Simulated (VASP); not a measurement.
# H4C in VASP: a series of runs

H4C is run at these levels: PBE+D3(BJ); tasks: single point.

All numbers are computed with VASP 6.6.1; they aren't measurements. Logs are shortened: lines on timing, memory, paths and dates and some standing lists are left out, and cuts for length are marked.

## 1. The cell of the first run

The cell holds an amorphous packing of atoms, 40 atoms: a = 7.683 Å, b = 7.683 Å, c = 7.683 Å, α = 90.00°, β = 90.00°, γ = 90.00°.

## 2. Single point, PBE+D3(BJ)

The input, INCAR:

```
ALGO     = Normal         # electronic algorithm
EDIFF    = 1E-6           # SCF threshold, eV
ENCUT    = 520            # plane-wave cutoff, eV
GGA      = PE             # functional
GGA_COMPAT= False        
ISIF     = 2              # what is computed and relaxed
ISMEAR   = -1             # smearing method
IVDW     = 12             # dispersion correction
LASPH    = True           # aspherical terms in the spheres
LCHARG   = True           # write CHGCAR
LELF     = True           # ELF
LREAL    = Auto         
LVHAR    = True         
LWAVE    = False          # write WAVECAR
NBANDS   = 58             # bands
NELM     = 120            # most SCF steps
PREC     = Accurate       # precision mode
SIGMA    = 0.05           # smearing width, eV
```

The input, KPOINTS:

```
k-points
0
Gamma
  1 1 1
```

The input, POSCAR:

```
H4C
1.0
    7.6834750000      0.0000000000      0.0000000000
    0.0000000000      7.6834750000      0.0000000000
    0.0000000000      0.0000000000      7.6834750000
C H
8 32
Direct
    0.6730418203      0.5992470855      1.0094651183
    0.1893283963      0.5561676195      0.8354553116
    0.3542928167      0.3152219536      0.1626477603
    0.4294931655      0.9004909888      0.2446028652
    0.5279642349      0.1782396637      0.6667035423
    0.9478263416      0.8419627838      0.5698333111
    0.8876061938      0.1115901334      0.9848148136
    0.0582418762      0.3001896928      0.4535447828
    0.6902605917      0.4605077781      0.9625983035
    0.5816638956      0.5890433690      1.1155108854
    0.6221403727      0.6788985453      0.9045646664
    0.8116509782      0.6348950182      1.0494079827
    0.2534009677      0.6477147384      0.9207812871
    0.0532441376      0.5129319741      0.8705436017
    0.2813440533      0.4424300203      0.8284532715
    0.1742440758      0.5960844540      0.7015705784
    0.4143177403      0.3070876134      0.2936822206
    0.2125730870      0.2824503236      0.1654329584
    0.4145259795      0.2224384149      0.0727925841
    0.3705354674      0.4416361087      0.1000198478
    0.3939233225      1.0191482370      0.3054867752
    0.5282505637      0.9397831060      0.1437240311
    0.3173694194      0.8633333225      0.1710814443
    0.4855615460      0.8098158711      0.3309179766
    0.6411291766      0.2381474528      0.7314919356
    0.4503561214      0.2746934167      0.5848265271
    0.4455536069      0.1245139732      0.7795821552
    0.5507534026      0.0795213103      0.5705621480
    0.8556935501      0.9527069458      0.5262202324
    0.9980119672      0.8626305155      0.7069327355
    1.0569696654      0.8651163699      0.4771018322
    0.8879055375      0.7220170561      0.5265846508
    1.0254344551      0.0665063659      1.0031528703
    0.8115989185     -0.0036051396      0.9463816828
    0.8799924513      0.2265641523      0.8921353945
    0.8407133491      0.1671769609      1.1105521916
    0.1567389755      0.3922704245      0.4084219705
    0.0136787066      0.3338723689      0.5807007897
    0.1139067935      0.1648603008      0.4557182785
   -0.0433918247      0.3093001539      0.3651212505
```

Potentials or basis: VASP PAW PBE potentials, release 64 (C, H).

Command:

```sh
cat potpaw_PBE.64/C/POTCAR potpaw_PBE.64/H/POTCAR > POTCAR
mpirun -np 1 vasp_gam > vasp.out
```

OUTCAR:

```text
EDIFF = 1E-6
   ENCUT = 520
   GGA = PE
   ISIF = 2
   ISMEAR = -1
   IVDW = 12
   LASPH = True
   LREAL = Auto
   NELM = 120
   PREC = Accurate
 IVDW          = 12

 ion  position               nearest neighbor table
   1  0.673  0.599  0.009-  10 1.08  11 1.08   9 1.13  12 1.14
   2  0.189  0.556  0.835-  16 1.08  13 1.08  15 1.13  14 1.13
   3  0.354  0.315  0.163-  20 1.09  19 1.10  17 1.11  18 1.12
   4  0.429  0.900  0.245-  24 1.05  21 1.06  23 1.07  22 1.13
   5  0.528  0.178  0.667-  28 1.07  25 1.10  26 1.14  27 1.15
   6  0.948  0.842  0.570-  32 1.08  31 1.11  30 1.13  29 1.16
   7  0.888  0.112  0.985-  34 1.10  36 1.12  33 1.12  35 1.14
   8  0.058  0.300  0.454-  40 1.04  38 1.07  37 1.09  39 1.12
   9  0.690  0.461  0.963-   1 1.13
  10  0.582  0.589  0.116-   1 1.08
  11  0.622  0.679  0.905-   1 1.08
  12  0.812  0.635  0.049-   1 1.14
  13  0.253  0.648  0.921-   2 1.08
  14  0.053  0.513  0.871-   2 1.13
[... 24 lines left out ...]
  39  0.114  0.165  0.456-   8 1.12
  40  0.957  0.309  0.365-   8 1.04

  LATTYP: Found a simple cubic cell.
 ALAT       =     7.6834750000

  Lattice vectors:

 A1 = (   7.6834750000,   0.0000000000,   0.0000000000)
 A2 = (   0.0000000000,   7.6834750000,   0.0000000000)
 A3 = (   0.0000000000,   0.0000000000,   7.6834750000)

Analysis of symmetry for initial positions (statically):
=====================================================================
 Subroutine PRICEL returns:
 Original cell was already a primitive cell.

 Routine SETGRP: Setting up the symmetry group for a
 simple cubic supercell.

 Subroutine GETGRP returns: Found  1 space group operations
 (whereof  1 operations were pure point group operations)
 out of a pool of 48 trial point group operations.

The static configuration has the point symmetry C_1 .

Analysis of symmetry for dynamics (positions and initial velocities):
=====================================================================
 Subroutine PRICEL returns:
 Original cell was already a primitive cell.

 Routine SETGRP: Setting up the symmetry group for a
 simple cubic supercell.

 Subroutine GETGRP returns: Found  1 space group operations
 (whereof  1 operations were pure point group operations)
 out of a pool of 48 trial point group operations.

The dynamic configuration has the point symmetry C_1 .

 Subroutine INISYM returns: Found  1 space group operations
 (whereof  1 operations are pure point group operations),
 and found     1 'primitive' translations

----------------------------------------------------------------------------------------

                                     Primitive cell

  volume of cell :     453.6000

  direct lattice vectors                    reciprocal lattice vectors
     7.683475000  0.000000000  0.000000000     0.130149444  0.000000000  0.000000000
     0.000000000  7.683475000  0.000000000     0.000000000  0.130149444  0.000000000
     0.000000000  0.000000000  7.683475000     0.000000000  0.000000000  0.130149444

  length of vectors
     7.683475000  7.683475000  7.683475000     0.130149444  0.130149444  0.130149444

  position of ions in fractional coordinates (direct lattice)
     0.673041820  0.599247085  0.009465118
     0.189328396  0.556167620  0.835455312
     0.354292817  0.315221954  0.162647760
     0.429493165  0.900490989  0.244602865
     0.527964235  0.178239664  0.666703542
     0.947826342  0.841962784  0.569833311
[... 32 lines left out ...]
     0.113906793  0.164860301  0.455718279
     0.956608175  0.309300154  0.365121251

  ion indices of the primitive-cell ions
   primitive index   ion index
                 1           1
                 2           2
                 3           3
                 4           4
                 5           5
                 6           6
[... 32 lines left out ...]
                39          39
                40          40

----------------------------------------------------------------------------------------

 KPOINTS: k-points

Automatic generation of k-mesh.
 Grid dimensions read from file:
 generate k-points for:    1    1    1

 Generating k-lattice:

  Cartesian coordinates                     Fractional coordinates (reciprocal lattice)
     0.130149444  0.000000000  0.000000000     1.000000000  0.000000000  0.000000000
     0.000000000  0.130149444  0.000000000     0.000000000  1.000000000  0.000000000
     0.000000000  0.000000000  0.130149444     0.000000000  0.000000000  1.000000000

  Length of vectors
     0.130149444  0.130149444  0.130149444

  Shift w.r.t. Gamma in fractional coordinates (k-lattice)
     0.000000000  0.000000000  0.000000000

 Subroutine IBZKPT returns following result:
 ===========================================

 Found      1 irreducible k-points:

 Following reciprocal coordinates:
            Coordinates               Weight
  0.000000  0.000000  0.000000      1.000000
   k-points           NKPTS =      1   k-points in BZ     NKDIM =      1   number of bands    NBANDS=     58
   number of dos      NEDOS =    301   number of ions     NIONS =     40
   total plane-waves  NPLWV = 216000
   dimension x,y,z NGX =    60 NGY =   60 NGZ =   60
   dimension x,y,z NGXF=   120 NGYF=  120 NGZF=  120
   ions per type =               8  32
   NGX,Y,Z   is equivalent  to a cutoff of  12.98, 12.98, 12.98 a.u.
   NGXF,Y,Z  is equivalent  to a cutoff of  25.96, 25.96, 25.96 a.u.
 SYSTEM =  unknown system
   PREC   = accura    normal or accurate (medium, high low for compatibility)
   ISTART =      0    job   : 0-new  1-cont  2-samecut
   ICHARG =      2    charge: 1-file 2-atom 10-const
   ISPIN  =      1    spin polarized calculation?
   LNONCOLLINEAR =      F non collinear calculations
   LSORBIT =      F    spin-orbit coupling
   LASPH  =      T    aspherical Exc in radial PAW
   ENCUT  =  520.0 eV  38.22 Ry    6.18 a.u.  14.29 14.29 14.29*2*pi/ulx,y,z
   NELM   =    120;   NELMIN=  2; NELMDL= -5     # of ELM steps
   EDIFF  = 0.1E-05   stopping-criterion for ELM
   LREAL  =      T    real-space projection
   EDIFFG = 0.1E-04   stopping-criterion for IOM
   NSW    =      0    number of steps for IOM
   IBRION =     -1    ionic relax: 0-MD 1-quasi-New 2-CG
   NFREE  =      0    steps in history (QN), initial steepest desc. (CG)
   ISIF   =      2    stress and relaxation
   ISYM   =      2    0-nonsym 1-usesym 2-fastsym
   POTIM  = 0.5000    time-step for ionic-motion
   TEBEG  =    0.0;   TEEND  =   0.0 temperature during run
   PSTRESS=    0.0 pullay stress
   NELECT =      64.0000    total number of electrons
   NUPDOWN=      -1.0000    fix difference up-down
   EMIN   =  10.00;   EMAX   =-10.00  energy-range for DOS
   EFERMI =   0.00;   METHOD = LEGACY
   ISMEAR =    -1;   SIGMA  =   0.05  broadening in eV -4-tet -1-fermi 0-gaus
   EFERMI_NEDOS =   21; number of points for ismear=-14 and -15
   IALGO  =     38    algorithm
   IMIX   =      4    mixing-type and parameters
     AMIX     =   0.40;   BMIX     =  1.00
     AMIX_MAG =   1.60;   BMIX_MAG =  1.00
  volume/ion in A,a.u.               =      11.34        76.53
  Fermi-wavevector in a.u.,A,eV,Ry     =   0.852270  1.610557  9.882781  0.726364
  Thomas-Fermi vector in A             =   1.968532
   LORBIT       =      0    0 simple, 1 ext, 2 COOP (PROOUT), +10 PAW based schemes
   GGA     = PE    functional components
   LHFCALC =     F    Hartree Fock is set to
   AEXX    =    0.0000 exact exchange contribution
   IVDW    =    12    specifies the selected vdW correction
   LEPSILON=     F    determine dielectric tensor
   LRPA    =     F    only Hartree local field effects (RPA)
 non-spin polarized calculation
  energy-cutoff  :      520.00
  volume of cell :      453.60
 maximum number of plane-waves:      6099
 NGX is ok and might be reduce to    60
   NGX = 29   NGY = 29   NGZ = 29

 number of electron      63.9999998 magnetization

 Free energy of the ion-electron system (eV)
  ---------------------------------------------------
  ext. energy  EPLUGINS =         0.00000000
  ---------------------------------------------------
  free energy    TOTEN  =      -190.84145188 eV

  energy without entropy =     -190.84145188  energy(sigma->0) =     -190.84145188

 E-fermi :  -4.7602     XC(G=0):  -5.8621

 val. band max:       -6.0177873369   @ k =   0.0000   0.0000   0.0000
 cond. band min:       0.8022096654   @ k =   0.0000   0.0000   0.0000
 fundamental gap:      6.8199970024
 Fermi energy:        -4.7601868319

 k-point     1 :       0.0000    0.0000    0.0000
  band No.  band energies     occupation
      1     -15.1936      2.00000
      2     -14.8859      2.00000
      3     -14.7149      2.00000
      4     -14.6517      2.00000
      5     -14.5917      2.00000
      6     -14.5596      2.00000
[... 36 lines left out ...]
     43       4.2024      0.00000
     44       4.2642      0.00000
 [bands above 44 left out]

------------------------ aborting loop because EDIFF is reached ----------------------------------------

 Edisp (eV)   -1.17581

 E8    (eV) :    -0.2451

  FORCE on cell =-STRESS in cart. coord.  units (eV):
  Direction    XX          YY          ZZ          XY          YZ          ZX
  --------------------------------------------------------------------------------------
  -------------------------------------------------------------------------------------
  Total      -3.55341    -0.60220    -0.88511     0.42014     1.90716    -1.05225
  in kB     -12.55112    -2.12704    -3.12635     1.48400     6.73637    -3.71670
  external pressure =       -5.93 kB  Pullay stress =        0.00 kB

 VOLUME and BASIS-vectors are now :
 -----------------------------------------------------------------------------
  energy-cutoff  :      520.00
  volume of cell :      453.60
      direct lattice vectors                 reciprocal lattice vectors
     7.683475000  0.000000000  0.000000000     0.130149444  0.000000000  0.000000000
     0.000000000  7.683475000  0.000000000     0.000000000  0.130149444  0.000000000
     0.000000000  0.000000000  7.683475000     0.000000000  0.000000000  0.130149444

 POSITION                                       TOTAL-FORCE (eV/Angst)
 -----------------------------------------------------------------------------------
      5.17130      4.60430      0.07272         1.903432     -1.636407     -0.286467
      1.45470      4.27330      6.41920        -0.263305     -1.972031     -0.453298
      2.72220      2.42200      1.24970        -0.554261     -0.338075     -0.391822
      3.30000      6.91890      1.87940         1.029737      1.301044     -1.997065
      4.05660      1.36950      5.12260        -1.814423      0.882489      0.832642
      7.28260      6.46920      4.37830         0.096339      2.455157     -1.005184
[... 32 lines left out ...]
      0.87520      1.26670      3.50150        -0.330387      0.885243     -0.081403
      7.35007      2.37650      2.80540        -1.793692     -0.094381     -1.397788
 -----------------------------------------------------------------------------------
    total drift:                                0.000027      0.011820     -0.003150

  FREE ENERGIE OF THE ION-ELECTRON SYSTEM (eV)
  ---------------------------------------------------
  free  energy   TOTEN  =      -192.0172666217 eV

  energy  without entropy=     -192.0172666216  energy(sigma->0) =     -192.01726662
```

It took 43 s on 1 thread of AMD EPYC 9R45 (Zen 5), shared host; peak memory 0.42 GiB.

Results:

```
Free energy                : -192.0173 eV
Pressure                   : -0.6 GPa
Largest force              : 2.655 eV/Å
Band gap on the k mesh     : 6.82 eV
Dispersion energy per atom : -0.029 eV
```

Forces in eV/Å, atoms in the order of the input:
```
C    1.903 -1.636 -0.286
C   -0.263 -1.972 -0.453
C   -0.554 -0.338 -0.392
C    1.030  1.301 -1.997
C   -1.814  0.882  0.833
C    0.096  2.455 -1.005
C    0.548  0.850  0.321
C    2.039 -0.889  0.571
H   -0.318  0.924  0.024
H   -0.023  0.365  0.523
H    0.041  0.252 -0.182
H   -1.418  0.186 -0.122
H   -0.320  0.651  0.198
H    1.137  0.292  0.377
H   -0.823  0.374  0.140
H    0.269  0.729 -0.397
H   -0.225  0.130 -0.539
H    0.798  0.216  0.122
H    0.195 -0.103  0.151
H   -0.069  0.105  0.400
H   -0.190  0.838  0.916
H   -0.333 -0.356  0.635
H   -0.753 -0.892 -0.219
H    0.230 -1.097  0.815
H   -0.024 -0.174 -0.687
H    0.527 -0.345  1.215
H    0.517  0.458 -1.348
H    0.764 -0.841 -0.033
H    0.708 -1.078  0.927
H   -0.769 -0.570 -1.103
H    0.014 -0.252  0.452
H   -0.141 -0.579  0.670
H   -0.655  0.467 -0.184
H   -0.128  0.454 -0.102
H    0.194 -1.282  0.363
H    0.118 -0.543 -0.348
H    0.102  0.000  0.331
H   -0.283  0.227  0.896
H   -0.330  0.885 -0.081
H   -1.794 -0.094 -1.398
```

Levels at points of the mesh, in eV from the valence-band top:
| k point | band 29 | band 30 | band 31 | band 32 | band 33 | band 34 | band 35 | band 36 |
| --- | --- | --- | --- | --- | --- | --- | --- | --- |
| (0.00, 0.00, 0.00) | -0.39 | -0.33 | -0.16 | 0.00 | 6.82 | 8.84 | 8.93 | 9.10 |

Caveat: the k points lie up to 0.82 Å⁻¹ apart.

## 3. Single point, PBE+D3(BJ)

The input, INCAR:

```
SYSTEM = H4C
PREC = Accurate
ENCUT = 520
EDIFF = 1E-6
ISMEAR = -1
SIGMA = 0.05
LREAL = Auto
LASPH = .True.
NELM = 120
ALGO = Normal
ISIF = 2
LWAVE = .False.
LCHARG = .False.
GGA = PE
IVDW = 12
NBANDS = 58
GGA_COMPAT = .False.
```

The input, KPOINTS:

```
Automatic mesh
0
Gamma
  1 1 1
  0 0 0
```

The input, POSCAR:

```
H4C
1.0
    7.6834750000      0.0000000000      0.0000000000
    0.0000000000      7.6834750000      0.0000000000
    0.0000000000      0.0000000000      7.6834750000
C H
8 32
Direct
    0.7391447229      0.5931951363      1.0246145136
    0.1907730552      0.5630004653      0.7882891530
    0.3393907054      0.3157815962      0.1106140125
    0.3976455966      0.8692160774      0.2739385499
    0.5548921549      0.2299480378      0.6379925750
    0.9300218976      0.8279326737      0.5829653900
    0.8774545372      0.0885797117      1.0422627782
    0.0423896739      0.3180592115      0.4732624236
    0.6638792994      0.5237343780      0.9281737755
    0.6553414959      0.5963577678      1.1423346858
    0.7692743192      0.7179433785      0.9601905388
    0.8522836347      0.5195695958      1.0488613551
    0.2677174065      0.6695408002      0.8527131278
    0.0889701600      0.5079732803      0.8647779813
    0.2927841894      0.4646725603      0.7584849303
    0.1338326734      0.5962406333      0.6632155372
    0.3448569820      0.2910401869      0.2476743921
    0.2415703832      0.2354143145      0.0561464702
    0.4622257507      0.2978990626      0.0392140275
    0.3043284451      0.4540393507      0.0713739551
    0.4411675707      0.9666719811      0.3638978457
    0.4780128783      0.8786779419      0.1663700344
    0.2813310384      0.9331324694      0.2323297727
    0.3956022503      0.7372315261      0.3263887759
    0.6300664738      0.3146232662      0.7304767700
    0.5121510775      0.2831531306      0.5120469579
    0.4473496693      0.1760141082      0.7083513645
    0.6290903530      0.1188394574      0.5733213162
    0.8545222051      0.9194797927      0.5019864059
    1.0129010636      0.9052935033      0.6754756149
    1.0147491858      0.7625716229      0.4752797400
    0.8369390152      0.7132840284      0.6227390601
    1.0169096665      0.0479991150      1.0206579705
    0.8175988078     -0.0221384204      1.1279401573
    0.8032303092      0.0927835387      0.9141306505
    0.8643484882      0.2210848607      1.1047475263
    0.0643068403      0.4463084737      0.4087603591
   -0.0389797585      0.3424231874      0.5870911274
    0.1628559994      0.2601036640      0.4996697458
   -0.0345156326      0.2370802274      0.3763010877
```

Potentials or basis: VASP PAW PBE potentials, release 64 (C, H).

Command:

```sh
cat potpaw_PBE.64/C/POTCAR potpaw_PBE.64/H/POTCAR > POTCAR
mpirun -np 1 vasp_gam > vasp.out
```

Run time: 36 s. Hardware: 1 thread of AMD EPYC 9R45 (Zen 5), shared host; peak memory 0.42 GiB.

It converged, with:

```yaml
Free_energy: -191.7328 eV
Pressure: -0.7 GPa
Largest_force: 3.072 eV/Å
Band_gap_on_the_k_mesh: 6.64 eV
Dispersion_energy_per_atom: -0.029 eV
```

Forces in eV/Å, atoms in the order of the input:
```
C   -1.425  0.650 -0.279
C    1.994  0.093 -0.631
C    0.523  2.030 -1.327
C   -0.514  0.367  1.068
C    1.230 -0.885 -1.196
C   -0.080 -1.442 -2.002
C   -0.674 -0.938  0.197
C   -2.239  0.886 -1.909
H   -0.324 -0.456 -0.409
H    0.460  0.480 -0.348
H   -0.041 -0.053  0.689
H    1.308 -0.605  0.354
H   -0.966 -0.281 -0.348
H   -0.458 -0.289  0.837
H   -0.521  0.002  0.209
H    0.160  0.540 -0.012
H    0.316  0.183  0.702
H   -0.841 -0.834 -0.587
H    0.039 -0.446  0.438
H    0.075 -1.001  0.953
H    0.747  0.120  1.004
H    1.670 -0.141 -1.838
H   -1.498 -0.517 -0.254
H   -0.446  0.146  0.060
H   -0.185 -0.427 -1.093
H   -0.289  1.047  0.579
H   -0.741 -0.359  0.279
H    0.025  0.600  1.427
H   -0.179  0.034  0.392
H   -0.763 -1.037 -0.220
H   -0.531  0.795  1.423
H    1.356  1.845  0.242
H   -0.893  0.554  0.028
H    0.574  1.616 -0.936
H    0.712 -0.158  0.970
H    0.270 -1.122 -0.279
H    0.016 -0.495  0.233
H    0.111 -0.204  0.210
H    1.369 -0.781  0.540
H    0.655  0.483  0.837
```

Stress tensor (GPa, compression positive):
```
 0.69 -0.91  0.29
-0.91 -1.92 -0.44
 0.29 -0.44 -0.77
```

Levels at points of the mesh, in eV from the valence-band top:
```tsv
k point	band 29	band 30	band 31	band 32	band 33	band 34	band 35	band 36
(0.00, 0.00, 0.00)	-0.52	-0.42	-0.40	0.00	6.64	8.68	8.82	8.97
```

Caveat: the k points lie up to 0.82 Å⁻¹ apart.

(Continued in part 2 of 2.)
